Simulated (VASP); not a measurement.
# C (C2/m) in VASP: notebook

C is run at these levels: PBEsol; tasks: single point.

Program: VASP 6.6.1. These are calculated values, not measurements. Logs are shortened: lines on timing, memory, paths and dates and some standing lists are left out, and cuts for length are marked.

## (1) The cell of the first run

It takes space group C2/m (No. 12, monoclinic). The conventional cell has a = 4.259 Å, b = 2.459 Å, c = 10.976 Å, α = 90.00°, β = 97.58°, γ = 90.00°. Within 1.9 Å of C (site symmetry m) lie 3 C at 1.42 Å. Within 1.9 Å of C (site symmetry m) lie 3 C at 1.42 Å. C (site symmetry m) has 3 C at 1.42 Å within 1.9 Å.

## (2) Single point, PBEsol (layers slid over each other)

INCAR

```
SYSTEM = C
  ALGO = Normal
  EDIFF = 1E-6
  ENCUT = 520
  GGA = PS
  ISIF = 2
  ISMEAR = 0
  ISYM = 0
  LASPH = .TRUE.
  LCHARG = .FALSE.
  LREAL = .FALSE.
  LWAVE = .FALSE.
  NBANDS = 21
  NELM = 100
  PREC = Accurate
  SIGMA = 0.05
```

KPOINTS

```
k-points
0
G
  12 12 3
  0 0 0
```

POSCAR

```
C
1.0
    0.0000000000      2.4588631543      0.0000000000
   -2.1294220588      1.2294315772      0.0088643343
   -0.6360474554      1.2294315772     10.8824333734
C
6
Direct
    0.4444348909      0.9444333983      0.1666968199
    0.5555460020      0.0555445094      0.8333634866
   -0.0000095535      0.4999889539      0.5000301532
    0.3333317758     -0.1666667316      0.5000031801
    0.7777762202      0.2777777128      0.1666698468
   -0.1111126687      0.3888888239      0.8333365134
```

Potentials or basis: VASP PAW PBE potentials, release 64 (C).

Launch:

```bash
$ cat potpaw_PBE.64/C/POTCAR > POTCAR
$ mpirun -np 1 vasp_std > vasp.out
```

OUTCAR:

```text
SYSTEM = C
   EDIFF = 1E-6
   ENCUT = 520
   GGA = PS
   ISIF = 2
   ISMEAR = 0
   ISYM = 0
   LASPH = .TRUE.
   LREAL = .FALSE.
   NELM = 100
   PREC = Accurate

 ion  position               nearest neighbor table
   1  0.444  0.944  0.167-   5 1.42   5 1.42   5 1.42
   2  0.556  0.056  0.833-   6 1.42   6 1.42   6 1.42
   3  1.000  0.500  0.500-   4 1.42   4 1.42   4 1.42
   4  0.333  0.833  0.500-   3 1.42   3 1.42   3 1.42
   5  0.778  0.278  0.167-   1 1.42   1 1.42   1 1.42
   6  0.889  0.389  0.833-   2 1.42   2 1.42   2 1.42

IMPORTANT INFORMATION: All symmetrisations will be switched off!
NOSYMM: (Re-)initialisation of all symmetry stuff for point group C_1.

----------------------------------------------------------------------------------------

                                     Primitive cell

  volume of cell :      56.9661

  direct lattice vectors                    reciprocal lattice vectors
     0.000000000  2.458863154  0.000000000     0.234671329  0.406692011 -0.032229731
    -2.129422059  1.229431577  0.008864334    -0.469725275  0.000000000 -0.027454114
    -0.636047455  1.229431577 10.882433373     0.000382617  0.000000000  0.091913576

  length of vectors
     2.458863154  2.458865365 10.970114607     0.470646130  0.470526899  0.091914372

  position of ions in fractional coordinates (direct lattice)
     0.444434891  0.944433398  0.166696820
     0.555546002  0.055544509  0.833363487
     0.999990446  0.499988954  0.500030153
     0.333331776  0.833333268  0.500003180
     0.777776220  0.277777713  0.166669847
     0.888887331  0.388888824  0.833336513

  ion indices of the primitive-cell ions
   primitive index   ion index
                 1           1
                 2           2
                 3           3
                 4           4
                 5           5
                 6           6

----------------------------------------------------------------------------------------

 KPOINTS: k-points

Automatic generation of k-mesh.
 Grid dimensions read from file:
 generate k-points for:   12   12    3

 Generating k-lattice:

  Cartesian coordinates                     Fractional coordinates (reciprocal lattice)
     0.019555944  0.033891001 -0.002685811     0.083333333 -0.000000000 -0.000000000
    -0.039143773  0.000000000 -0.002287843     0.000000000  0.083333333  0.000000000
     0.000127539  0.000000000  0.030637859     0.000000000  0.000000000  0.333333333

  Length of vectors
     0.039220511  0.039210575  0.030638124

  Shift w.r.t. Gamma in fractional coordinates (k-lattice)
     0.000000000  0.000000000  0.000000000

 -----------------------------------------------------------------------------
|                                                                             |
|           W    W    AA    RRRRR   N    N  II  N    N   GGGG   !!!           |
|           W    W   A  A   R    R  NN   N  II  NN   N  G    G  !!!           |
|           W    W  A    A  R    R  N N  N  II  N N  N  G       !!!           |
|           W WW W  AAAAAA  RRRRR   N  N N  II  N  N N  G  GGG   !            |
|           WW  WW  A    A  R   R   N   NN  II  N   NN  G    G                |
|           W    W  A    A  R    R  N    N  II  N    N   GGGG   !!!           |
|                                                                             |
|     Your reciprocal lattice and k-lattice belong to different lattice       |
|     classes:                                                                |
|                                                                             |
|        The reciprocal lattice is base-centered monoclinic,                  |
|        whereas your k-lattice is triclinic.                                 |
|                                                                             |
|     Results are often still useful ...                                      |
|                                                                             |
 -----------------------------------------------------------------------------

 WARNING: IBZKPT: internal override: KBLOWUP is changed to .FALSE.
      ... skipping the blow-up phase ...

 Subroutine IBZKPT returns following result:
 ===========================================

 Found    218 irreducible k-points:

 Following reciprocal coordinates:
            Coordinates               Weight
  0.000000  0.000000  0.000000      1.000000
  0.083333  0.000000 -0.000000      2.000000
  0.166667  0.000000  0.000000      2.000000
  0.250000  0.000000  0.000000      2.000000
  0.333333  0.000000  0.000000      2.000000
  0.416667  0.000000  0.000000      2.000000
[... 16 lines left out ...]
  0.250000  0.166667  0.000000      2.000000
  0.333333  0.166667  0.000000      2.000000
 [... further k-points ...]
   k-points           NKPTS =    218   k-points in BZ     NKDIM =    218   number of bands    NBANDS=     21
   number of dos      NEDOS =    301   number of ions     NIONS =      6
   total plane-waves  NPLWV =  27216
   dimension x,y,z NGX =    18 NGY =   18 NGZ =   84
   dimension x,y,z NGXF=    36 NGYF=   36 NGZF=  168
   ions per type =               6
   NGX,Y,Z   is equivalent  to a cutoff of  12.17, 12.17, 12.73 a.u.
   NGXF,Y,Z  is equivalent  to a cutoff of  24.34, 24.34, 25.46 a.u.
 SYSTEM =  C
   PREC   = accura    normal or accurate (medium, high low for compatibility)
   ISTART =      0    job   : 0-new  1-cont  2-samecut
   ICHARG =      2    charge: 1-file 2-atom 10-const
   ISPIN  =      1    spin polarized calculation?
   LNONCOLLINEAR =      F non collinear calculations
   LSORBIT =      F    spin-orbit coupling
   LASPH  =      T    aspherical Exc in radial PAW
   ENCUT  =  520.0 eV  38.22 Ry    6.18 a.u.   4.57  4.57 20.40*2*pi/ulx,y,z
   NELM   =    100;   NELMIN=  2; NELMDL= -5     # of ELM steps
   EDIFF  = 0.1E-05   stopping-criterion for ELM
   LREAL  =      F    real-space projection
   EDIFFG = 0.1E-04   stopping-criterion for IOM
   NSW    =      0    number of steps for IOM
   IBRION =     -1    ionic relax: 0-MD 1-quasi-New 2-CG
   NFREE  =      0    steps in history (QN), initial steepest desc. (CG)
   ISIF   =      2    stress and relaxation
   ISYM   =      0    0-nonsym 1-usesym 2-fastsym
   POTIM  = 0.5000    time-step for ionic-motion
   TEBEG  =    0.0;   TEEND  =   0.0 temperature during run
   PSTRESS=    0.0 pullay stress
   NELECT =      24.0000    total number of electrons
   NUPDOWN=      -1.0000    fix difference up-down
   EMIN   =  10.00;   EMAX   =-10.00  energy-range for DOS
   EFERMI =   0.00;   METHOD = LEGACY
   ISMEAR =     0;   SIGMA  =   0.05  broadening in eV -4-tet -1-fermi 0-gaus
   EFERMI_NEDOS =   21; number of points for ismear=-14 and -15
   IALGO  =     38    algorithm
   IMIX   =      4    mixing-type and parameters
     AMIX     =   0.40;   BMIX     =  1.00
     AMIX_MAG =   1.60;   BMIX_MAG =  1.00
  volume/ion in A,a.u.               =       9.49        64.07
  Fermi-wavevector in a.u.,A,eV,Ry     =   1.227269  2.319202 20.492948  1.506189
  Thomas-Fermi vector in A             =   2.362239
   LORBIT       =      0    0 simple, 1 ext, 2 COOP (PROOUT), +10 PAW based schemes
   GGA     = PS    functional components
   LHFCALC =     F    Hartree Fock is set to
   AEXX    =    0.0000 exact exchange contribution
   IVDW    =     0    specifies the selected vdW correction
   LEPSILON=     F    determine dielectric tensor
   LRPA    =     F    only Hartree local field effects (RPA)
 non-spin polarized calculation
 Gauss-broadening in eV      SIGMA  =   0.05
  energy-cutoff  :      520.00
  volume of cell :       56.97
 maximum number of plane-waves:      1558
   NGX =  9   NGY =  9   NGZ = 41

 number of electron      23.9999993 magnetization

 Free energy of the ion-electron system (eV)
  ---------------------------------------------------
  ext. energy  EPLUGINS =         0.00000000
  ---------------------------------------------------
  free energy    TOTEN  =       -57.85285150 eV

  energy without entropy =      -57.85207128  energy(sigma->0) =      -57.85246139

 E-fermi :   3.9899     XC(G=0): -10.0079

 val. band max:        3.9873144960   @ k =  -0.3333   0.3333   0.3333
 cond. band min:       3.9913156928   @ k =   0.3333  -0.3333   0.3333
 fundamental gap:      0.0040011968
 Fermi energy:         3.9898699314

 k-point     1 :       0.0000    0.0000    0.0000
  band No.  band energies     occupation
      1     -15.6269      2.00000
      2     -15.5053      2.00000
      3     -15.5042      2.00000
      4      -4.0480      2.00000
      5      -4.0437      2.00000
      6      -3.0095      2.00000
[... 13 lines left out ...]
     20      12.3617      0.00000
     21      12.3619      0.00000

 k-point     2 :       0.0833    0.0000   -0.0000
  band No.  band energies     occupation
      1     -15.4609      2.00000
      2     -15.3445      2.00000
      3     -15.3360      2.00000
      4      -3.8764      2.00000
      5      -3.8140      2.00000
      6      -2.8183      2.00000
[... 13 lines left out ...]
     20      13.0588      0.00000
     21      13.0658      0.00000

 k-point     3 :       0.1667    0.0000    0.0000
  band No.  band energies     occupation
      1     -14.9645      2.00000
      2     -14.8567      2.00000
      3     -14.8403      2.00000
      4      -3.3094      2.00000
      5      -3.1872      2.00000
      6      -2.2506      2.00000
[... 13 lines left out ...]
     20      13.4289      0.00000
     21      13.6094      0.00000

 k-point     4 :       0.2500    0.0000    0.0000
  band No.  band energies     occupation
      1     -14.1436      2.00000
      2     -14.0466      2.00000
      3     -14.0233      2.00000
      4      -3.4230      2.00000
      5      -3.4005      2.00000
      6      -3.3793      2.00000
[... 13 lines left out ...]
     20      12.4269      0.00000
     21      13.0867      0.00000

 k-point     5 :       0.3333    0.0000    0.0000
  band No.  band energies     occupation
      1     -13.0101      2.00000
      2     -12.9254      2.00000
      3     -12.8969      2.00000
      4      -5.6486      2.00000
      5      -5.6157      2.00000
      6      -5.5892      2.00000
[... 13 lines left out ...]
     20      13.3961      0.00000
     21      14.3838      0.00000

 k-point     6 :       0.4167    0.0000    0.0000
  band No.  band energies     occupation
      1     -11.5925      2.00000
      2     -11.5219      2.00000
      3     -11.4895      2.00000
      4      -7.7742      2.00000
      5      -7.7304      2.00000
      6      -7.7006      2.00000
[... 13 lines left out ...]
     20      14.8343      0.00000
     21      15.8651      0.00000

 k-point     7 :       0.5000    0.0000    0.0000
  band No.  band energies     occupation
      1     -10.2602      2.00000
      2     -10.2402      2.00000
      3     -10.1891      2.00000
      4      -9.3080      2.00000
      5      -9.2911      2.00000
      6      -9.2520      2.00000
[... 13 lines left out ...]
     20      14.9609      0.00000
     21      16.2811      0.00000
[... 291 lines left out ...]
      1     -14.9645      2.00000
      2     -14.8562      2.00000
      3     -14.8407      2.00000
      4      -3.3061      2.00000
      5      -3.1910      2.00000
      6      -2.2499      2.00000
[... 13 lines left out ...]
     20      13.4255      0.00000
     21      13.6110      0.00000

 k-point    21 :       0.0833    0.1667   -0.0000
  band No.  band energies     occupation
      1     -15.1289      2.00000
      2     -15.0244      2.00000
      3     -15.0006      2.00000
      4      -3.5313      2.00000
      5      -3.3548      2.00000
      6      -2.4459      2.00000
[... 13 lines left out ...]
     20      13.9492      0.00000
     21      13.9685      0.00000

 k-point    22 :       0.1667    0.1667    0.0000
  band No.  band energies     occupation
      1     -14.9630      2.00000
      2     -14.8650      2.00000
      3     -14.8334      2.00000
      4      -3.3589      2.00000
      5      -3.1240      2.00000
      6      -2.2653      2.00000
[... 13 lines left out ...]
     20      13.4733      0.00000
     21      13.5911      0.00000

 k-point    23 :       0.2500    0.1667    0.0000
  band No.  band energies     occupation
      1     -14.4689      2.00000
      2     -14.3797      2.00000
      3     -14.3415      2.00000
      4      -2.7929      2.00000
      5      -2.5053      2.00000
      6      -2.4106      2.00000
[... 13 lines left out ...]
     20      12.9015      0.00000
     21      13.0556      0.00000

 k-point    24 :       0.3333    0.1667    0.0000
  band No.  band energies     occupation
      1     -13.6533      2.00000
      2     -13.5746      2.00000
      3     -13.5314      2.00000
      4      -3.7415      2.00000
      5      -3.7216      2.00000
      6      -3.7097      2.00000
[... 13 lines left out ...]
     20      14.0852      0.00000
     21      14.1200      0.00000

 [... further k-points ...]

------------------------ aborting loop because EDIFF is reached ----------------------------------------

  FORCE on cell =-STRESS in cart. coord.  units (eV):
  Direction    XX          YY          ZZ          XY          YZ          ZX
  --------------------------------------------------------------------------------------
  -------------------------------------------------------------------------------------
  Total        0.3490018      0.3478580      0.0560860      0.0001999     -0.0000245      0.0002270
  in kB        9.8157125      9.7835411      1.5774233      0.0056228     -0.0006893      0.0063832
  external PRESSURE =       7.0588923 kB  Pullay stress =       0.0000000 kB

 VOLUME and BASIS-vectors are now :
 -----------------------------------------------------------------------------
  energy-cutoff  :      520.00
  volume of cell :       56.97
      direct lattice vectors                 reciprocal lattice vectors
     0.000000000  2.458863154  0.000000000     0.234671329  0.406692011 -0.032229731
    -2.129422059  1.229431577  0.008864334    -0.469725275  0.000000000 -0.027454114
    -0.636047455  1.229431577 10.882433373     0.000382617  0.000000000  0.091913576

 POSITION                                       TOTAL-FORCE (eV/Angst)
 -----------------------------------------------------------------------------------
     -2.11712      2.45886      1.82244         0.000016      0.000007      0.015260
     -0.64834      2.45886      9.06951        -0.000442      0.000011     -0.014232
     -1.38273      3.68829      5.44598        -0.000375      0.000007      0.006099
     -2.09254      2.45886      5.44864         0.000373     -0.000007     -0.006093
     -0.69752      2.45886      1.81624         0.000442     -0.000007      0.014235
     -1.35815      3.68829      9.07218        -0.000015     -0.000010     -0.015269
 -----------------------------------------------------------------------------------
    total drift:                                0.000003     -0.000003      0.000011

  FREE ENERGIE OF THE ION-ELECTRON SYSTEM (eV)
  ---------------------------------------------------
  free  energy   TOTEN  =       -57.8528514961 eV

  energy  without entropy=      -57.8520712803  energy(sigma->0) =      -57.85246139
```

Run time: 2.2 min. Hardware: 1 thread of AMD EPYC 9R45 (Zen 5), shared host; peak memory 0.26 GiB.

Results:

```
Free energy   : -57.8529 eV
Pressure      : 0.7 GPa
Largest force : 0.015 eV/Å
```

Forces on the atoms (eV/Å):
```
C    0.000  0.000  0.015
C    0.000  0.000 -0.014
C    0.000  0.000  0.006
C    0.000  0.000 -0.006
C    0.000  0.000  0.014
C    0.000  0.000 -0.015
```

Caveat: the cell differs from its parent crystal (layers slid over each other); this functional lacks dispersion, which binds the layers, so the pressure and a relaxed spacing across them are unreliable; the PAW data sets were made with another functional, which shifts forces and pressure a little.

(Continued in part 2 of 2.)
